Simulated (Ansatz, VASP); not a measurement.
Two plane-wave programs on Na2Sb3

```
Na Sb
1.0
     5.03037    0.00000    0.00000
    -2.51519    4.35643    0.00000
     0.00000    0.00000    6.46304
Na Sb
2 3
Direct
  0.33333 0.66667 0.14343
  0.66667 0.33333 0.85657
  0.00000 0.00000 0.00000
  0.33333 0.66667 0.62608
  0.66667 0.33333 0.37392
```

Alike in both runs: functional PBE; k mesh 12 × 12 × 6; occupations gaussian, width 0.1 eV; no spin polarisation.

Ansatz relaxed the structure, and its values are those at the end. VASP's run is a single point on that final structure, the one shown.

```csv
,VASP,Ansatz
version,VASP 6.6.1,Ansatz 0.2.0
potentials or method,"VASP PAW PBE potentials, release 64 (Na_pv, Sb), cutoff 520 eV","scalar-relativistic, plane waves, PAW"
valence electrons in the cell,29,63
```

```tsv
	VASP	Ansatz	Ansatz less VASP
gap on the k mesh at the Fermi level (eV)	none	none	-
pressure (GPa)	0.0	0.0	-0.01
```

A gap of «none» marks a metal or a gap that the smearing closes. With one functional, cell and mesh, what is left measures potentials, basis and numerics. VASP's potentials hold 29 valence electrons a cell and Ansatz's 63, so a difference there can come from the potentials and not from the codes.

Spin-orbit coupling is off throughout.
